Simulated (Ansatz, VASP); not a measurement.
Ba3AlP: VASP beside Ansatz

Contents of INCAR:

```
SYSTEM = Ba3AlP
PREC = Accurate ; ENCUT = 600
EDIFF = 1E-7 ; ISMEAR = 0
SIGMA = 0.1 ; LREAL = .False.
LASPH = .True. ; NELM = 80
ALGO = Normal ; ISIF = 3
LWAVE = .False. ; LCHARG = .False.
GGA = PE ; IBRION = 2
NSW = 100 ; EDIFFG = -0.01
```

Contents of KPOINTS:

```
Automatic mesh
0
Gamma
  6 6 6
  0 0 0
```

Contents of POSCAR:

```
Ba3AlP
1.0
    6.1460143426      0.0000000000      0.0000000000
    0.0000000000      6.1460143426      0.0000000000
    0.0000000000      0.0000000000      6.1460143426
Ba Al P
3 1 1
Direct
    0.5000000000      0.5000000000      0.0000000000
    0.5000000000      0.0000000000      0.5000000000
    0.0000000000      0.5000000000      0.5000000000
    0.0000000000      0.0000000000      0.0000000000
    0.5000000000      0.5000000000      0.5000000000
```

Input for Ansatz:

```yaml
crystal:
  lattice:
    - [6.1460143426, 0.0, 0.0]
    - [0.0, 6.1460143426, 0.0]
    - [0.0, 0.0, 6.1460143426]
  atoms:
    - { symbol: Ba, position: [0.5, 0.5, 0.0] }
    - { symbol: Ba, position: [0.5, 0.0, 0.5] }
    - { symbol: Ba, position: [0.0, 0.5, 0.5] }
    - { symbol: Al, position: [0.0, 0.0, 0.0] }
    - { symbol: P, position: [0.5, 0.5, 0.5] }
basis:
  ecutwfc: 420
kpoints:
  mp_grid: { grid: [6, 6, 6] }
hamiltonian:
  xc: pbe
scf:
  occupations: { method: gaussian, width: 0.1 }
output:
  forces: true
  stress: true
  eigenvalues: true
  write_density: true
  write_potential: true
  elf: true
  volumetric_format: npy
relax:
  adjacent_minimum: "off"
  f_tol: 0.01
  max_steps: 80
  cell: { stress_tol: 0.05 }
```

Change from the starting cell: species swapped into the La3AlC type (Pm-3m, No. 221).

Alike in both runs: task relaxation of cell and atoms; functional PBE; k mesh 6 × 6 × 6; occupations gaussian, width 0.1 eV; no spin polarisation.

|  | VASP | Ansatz |
| --- | --- | --- |
| version | VASP 6.6.1 | Ansatz 0.2.0 |
| potentials or method | VASP PAW PBE potentials, release 64 (Ba_sv, Al, P), cutoff 600 eV | scalar-relativistic, plane waves, PAW |
| valence electrons in the cell | 38 | 38 |

Ansatz gave:

| Property | Result |
| --- | --- |
| gap on the k mesh at the Fermi level, each at its own relaxed structure (eV) | none |
| relaxed volume (Å³/atom) | 47.01 |
| relaxed cell length with the largest relative difference (Å) | 6.171 |

**Question.** What did VASP give for the same quantities?

**Answer.** gap on the k mesh at the Fermi level, each at its own relaxed structure (eV): none; relaxed volume (Å³/atom): 47.67; relaxed cell length with the largest relative difference (Å): 6.200.

A gap of «none» marks a metal or a gap that the smearing closes.

Spin-orbit coupling is off throughout.
